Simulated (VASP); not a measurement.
A run of VASP 6.6.1 is set up as follows.

Contents of INCAR:

```
SYSTEM = Be2Bi
PREC = Accurate
ENCUT = 600
EDIFF = 1E-6
ISMEAR = -1
SIGMA = 0.15
LREAL = .False.
LASPH = .True.
NELM = 120
ALGO = Normal
ISIF = 2
LWAVE = .False.
LCHARG = .True.
GGA = PE
LELF = .True.
LVHAR = .True.
NBANDS = 16
GGA_COMPAT = .False.
```

File KPOINTS:

```
Automatic mesh
0
Gamma
  2 2 2
  0.5 0.5 0.5
```

POSCAR

```
Be2Bi
1.0
   -3.1516970000      0.0973590000      3.0007350000
   -0.0419110000      3.3917490000      3.0561840000
   -3.1205050000      3.3051080000      0.1285510000
Bi Be
1 2
Direct
    0.6026690000      0.9160190000      0.6653110000
    0.7980840000      1.2386970000      0.8916180000
    1.2289880000      1.6654650000      1.4935230000
```

Potentials or basis: VASP PAW PBE potentials, release 64 (Bi_d, Be).

The run is started by

```console
$ cat potpaw_PBE.64/Bi_d/POTCAR potpaw_PBE.64/Be/POTCAR > POTCAR
$ mpirun -np 1 vasp_std > vasp.out
```

(1) Predict the largest force.

(2) Predict the pressure.

## Answers

(1) 2.460 eV/Å.

(2) 2.3 GPa.

Caveat: the k points lie up to 0.90 Å⁻¹ apart; forces of over 1 eV/Å act on the atoms, so gaps and moduli don't describe the material at rest.
